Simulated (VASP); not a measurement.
A run of VASP 6.6.1 is set up as follows.

The input INCAR:

```
SYSTEM = TaBi2O5
PREC = Accurate
ENCUT = 600
EDIFF = 1E-6
ISMEAR = 0
SIGMA = 0.1
LREAL = .False.
LASPH = .True.
NELM = 120
ALGO = Normal
ISIF = 2
LWAVE = .False.
LCHARG = .True.
GGA = PE
LELF = .True.
LVHAR = .True.
NBANDS = 85
GGA_COMPAT = .False.
```

The input KPOINTS:

```
regular mesh
0
Gamma
  4 4 2
  0 0 0
```

Contents of POSCAR:

```
TaBi2O5
1.0
    2.0102911421     -6.2338163694      0.0000000000
    2.0102911421      6.2338163694      0.0000000000
    0.0000000000      0.0000000000     10.6840349173
Ta Bi O
2 4 10
Direct
    0.1562238535      0.8437761465      0.7500000000
    0.8437761465      0.1562238535      0.2500000000
    0.8629846182      0.1370153818      0.5915931733
    0.8629846182      0.1370153818      0.9084068267
    0.1370153818      0.8629846182      0.4084068267
    0.1370153818      0.8629846182      0.0915931733
    0.0535440967      0.9464559033      0.6170383630
    0.0535440967      0.9464559033      0.8829616370
    0.2757235941      0.7242764059      0.8924778936
    0.2757235941      0.7242764059      0.6075221064
    0.9464559033      0.0535440967      0.3829616370
    0.9464559033      0.0535440967      0.1170383630
    0.7242764059      0.2757235941      0.3924778936
    0.7242764059      0.2757235941      0.1075221064
    0.3179446497      0.6820553503      0.2500000000
    0.6820553503      0.3179446497      0.7500000000
```

Potentials or basis: VASP PAW PBE potentials, release 64 (Ta_pv, Bi_d, O).

Launch:

```sh
$ cat potpaw_PBE.64/Ta_pv/POTCAR potpaw_PBE.64/Bi_d/POTCAR potpaw_PBE.64/O/POTCAR > POTCAR
$ mpirun -np 1 vasp_std > vasp.out
```

Question: What does it give for the largest force?

Answer: 0.121 eV/Å.

Question: Predict the pressure.

Answer: 0.3 GPa.

Forces on the atoms (eV/Å):
```
Ta   0.000 -0.085  0.000
Ta   0.000  0.085  0.000
Bi   0.000 -0.016 -0.038
Bi   0.000 -0.016  0.038
Bi   0.000  0.016  0.038
Bi   0.000  0.016 -0.038
O    0.000  0.056 -0.108
O    0.000  0.056  0.108
O    0.000 -0.016  0.045
O    0.000 -0.016 -0.045
O    0.000 -0.056  0.108
O    0.000 -0.056 -0.108
O    0.000  0.016  0.045
O    0.000  0.016 -0.045
O    0.000 -0.011  0.000
O    0.000  0.011  0.000
```

Caveat: the k points lie up to 0.41 Å⁻¹ apart.
